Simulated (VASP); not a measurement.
Set up this calculation in VASP 6.6.1, as the native input.

```yaml
Task: single point
Functional: PBE
Potentials_or_basis: VASP PAW PBE potentials, release 64 (Li_sv, F)
Cutoff: 520 eV
k_mesh: 9 × 9 × 6
Occupations: gaussian, width 0.05 eV
Spin: no spin polarisation
Dipole_correction: no
Further_INCAR_settings: ALGO = Normal; EDIFF = 1e-06; NBANDS = 18
```

The structure of LiF lies in POSCAR:

```
LiF
1.0
    3.2140071864      0.0000000000      0.0000000000
   -1.6070035932      2.7834118714      0.0000000000
    0.0000000000      0.0000000000      4.6368481678
Li F
2 2
Direct
    0.3333333333      0.6666666667      0.3504708074
    0.6666666667      0.3333333333      0.8504708074
    0.3333333333      0.6666666667      0.9939266766
    0.6666666667      0.3333333333      0.4939266766
```

This cell differs from its parent crystal: c/a of the conventional cell at fixed volume 1.4427.

These files were run (other wordings do the same):

INCAR

```
SYSTEM = LiF
PREC = Accurate
ENCUT = 520
EDIFF = 1E-6
ISMEAR = 0
SIGMA = 0.05
LREAL = .False.
LASPH = .True.
NELM = 100
ALGO = Normal
ISIF = 2
LWAVE = .False.
LCHARG = .False.
GGA = PE
NBANDS = 18
```

KPOINTS

```
regular mesh
0
Gamma
  9 9 6
  0 0 0
```

Potentials or basis: VASP PAW PBE potentials, release 64 (Li_sv, F).

The run is started by

```sh
$ cat potpaw_PBE.64/Li_sv/POTCAR potpaw_PBE.64/F/POTCAR > POTCAR
$ mpirun -np 1 vasp_std > vasp.out
```

It gave:

```json
{
 "Largest force": "1.421 eV/Å",
 "Band gap on the k mesh": "7.63 eV, indirect (the least direct gap lies 0.7 meV higher)"
}
```

Caveat: forces of over 1 eV/Å act on the atoms, so gaps and moduli don't describe the material at rest.

Wall time 22 s on 1 thread of Intel(R) Xeon(R) Platinum 8488C (Sapphire Rapids) (shared host), peak memory 0.16 GiB.
